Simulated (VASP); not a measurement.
Here is a VASP 6.6.1 calculation.

Contents of INCAR:

```
SYSTEM = Cr
ALGO = Normal ; EDIFF = 1E-6
ENCUT = 500 ; GGA = PE
GGA_COMPAT = .False. ; ISIF = 2
ISMEAR = -1 ; LASPH = .True.
LCHARG = .True. ; LELF = .True.
LREAL = .False. ; LVHAR = .True.
LWAVE = .False. ; NBANDS = 12
NELM = 120 ; PREC = Accurate
SIGMA = 0.06122561905347299
```

KPOINTS

```
k-points
0
Gamma
  52 52 52
  0 0 0
```

File POSCAR:

```
Cr
1.0
    0.0000000000      1.7995809415      1.7995809415
    1.7995809415      0.0000000000      1.7995809415
    1.7995809415      1.7995809415      0.0000000000
Cr
1
Direct
    0.0000000000      0.0000000000      0.0000000000
```

Potentials or basis: VASP PAW PBE potentials, release 64 (Cr_pv).

Command:

```bash
$ cat potpaw_PBE.64/Cr_pv/POTCAR > POTCAR
$ mpirun -np 1 vasp_std > vasp.out
```

Problem. What does it give for the pressure?

Solution. 4.2 GPa.

Problem. Predict the band gap on the k mesh.

Solution. Zero (bands 6 and 7 overlap by 3.01 eV).

Caveat: the cell stands under pressure; the run has no spin polarisation, though such a crystal can be magnetic. Spin polarisation is off, so any magnetic state and its effect on volume and gap are missing.
